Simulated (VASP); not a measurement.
Wanted: the native input for a VASP 6.6.1 run.

```yaml
Task: single point
Functional: LDA
Potentials_or_basis: VASP PAW LDA potentials, release 64 (Mo_sv, C)
Cutoff: 520 eV
k_mesh: 9 × 9 × 1
Occupations: gaussian, width 0.1 eV
Spin: no spin polarisation
Dipole_correction: yes
Further_INCAR_settings: ALGO = Normal; EDIFF = 1e-07; NBANDS = 38
```

The structure of Mo4C lies in POSCAR:

```
Mo4C
1.0
    3.1111816891      0.0000000000      0.0000000000
    0.0000000000      3.1111816891      0.0000000000
    0.0000000000      0.0000000000     21.5098172784
Mo C
4 1
Direct
    0.5000000000      0.5000000000      0.1859615983
    0.0000000000      0.0000000000      0.2582816382
    0.5000000000      0.5000000000      0.3325055024
    0.0000000000      0.0000000000      0.3956248056
    0.5000000000      0.5000000000      0.4421152051
```

These files were run (other wordings do the same):

INCAR

```
  PREC = Accurate
  ENCUT = 520
  EDIFF = 1E-7
  ISMEAR = 0
  SIGMA = 0.1
  LREAL = False
  LASPH = True
  NELM = 80
  ALGO = Normal
  ISIF = 2
  LWAVE = False
  LCHARG = True
  LDIPOL = True
  IDIPOL = 3
  DIPOL = 0.5 0.5 0.323
  LELF = True
  LVHAR = True
  LVACPOTAV = True
  NBANDS = 38
```

KPOINTS

```
Automatic mesh
0
Gamma
  9 9 1
```

Potentials or basis: VASP PAW LDA potentials, release 64 (Mo_sv, C).

Launch:

```console
$ cat potpaw_LDA.64/Mo_sv/POTCAR potpaw_LDA.64/C/POTCAR > POTCAR
$ mpirun -np 1 vasp_std > vasp.out
```

Results of the run:

```json
{"Largest force": "6.506 eV/Å", "Band gap on the k mesh": "zero (band 30 reaches 1.45 eV, above the bottom of band 31 at -0.01 eV)"}
```

It took 83 s on 1 thread of Intel(R) Xeon(R) 6975P-C (Granite Rapids) (shared host), peak memory 0.28 GiB.
